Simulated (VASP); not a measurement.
Crystal: Al2O3.

```
Al O
1.0
     3.01748    0.00000    0.00000
    -1.50874    2.61322    0.00000
     0.00000    0.00000    7.57464
Al O
2 3
Direct
  0.00000 0.00000 0.72205
  0.00000 0.00000 0.27795
  0.00000 0.00000 0.50000
  0.66667 0.33333 0.80055
  0.33333 0.66667 0.19945
```

```yaml
Program: VASP 6.6.1
Task: relaxation of cell and atoms
Functional: PBEsol
Potentials_or_basis: VASP PAW PBE potentials, release 64 (Al, O)
Cutoff: 600 eV
k_mesh: 10 × 10 × 4
Occupations: fermi-dirac, width 0.05 eV
Spin: no spin polarisation
```

At the start: pressure -3.7 GPa; volume 11.95 Å³/atom.

**Question.** Where does the relaxation end?

**Answer.** Over 27 steps the energy falls by 3.7 meV/atom and the volume is 11.90 Å³/atom (-0.4 %); space group P-3m1 (No. 164, to 0.1 Å) before and after.

The path:
```csv
step,energy change (eV),largest force (eV/Å),pressure (GPa),volume (Å³)
1,0.0000,0.1892,-3.70,59.73
2,-0.0040,0.2141,3.60,57.38
3,-0.0166,0.0659,0.06,58.45
4,-0.0161,0.2625,-0.04,58.39
5,-0.0172,0.0715,0.01,58.43
6,-0.0175,0.0161,0.03,58.42
7,-0.0175,0.0188,0.03,58.42
8,-0.0176,0.0180,0.04,58.43
9,-0.0177,0.0169,0.06,58.48
10,-0.0178,0.0160,0.10,58.56
11,-0.0181,0.0454,0.18,58.73
12,-0.0182,0.1061,0.35,59.06
13,-0.0182,0.0833,0.33,58.94
14,-0.0182,0.0826,0.32,58.94
15,-0.0182,0.0793,0.31,58.95
16,-0.0183,0.0730,0.30,58.98
17,-0.0184,0.0605,0.27,59.02
18,-0.0185,0.0355,0.21,59.12
19,-0.0186,0.0159,0.07,59.31
20,-0.0186,0.0217,0.09,59.33
21,-0.0186,0.0349,0.06,59.39
22,-0.0186,0.0302,0.06,59.37
23,-0.0186,0.0260,0.07,59.35
24,-0.0186,0.0226,0.06,59.37
25,-0.0187,0.0126,0.01,59.42
26,-0.0187,0.0091,-0.10,59.54
27,-0.0187,0.0019,-0.06,59.49
```

Final structure:
```
CELL_PARAMETERS angstrom
2.98897 0.00000 0.00000
-1.49449 2.58853 0.00000
0.00000 0.00000 7.68881
ATOMIC_POSITIONS crystal
Al 0.00000 0.00000 0.71765
Al 0.00000 0.00000 0.28235
O 0.00000 0.00000 0.50000
O 0.66667 0.33333 0.79481
O 0.33333 0.66667 0.20519
```

Caveat: the PAW data sets were made with another functional, which shifts forces and pressure a little.
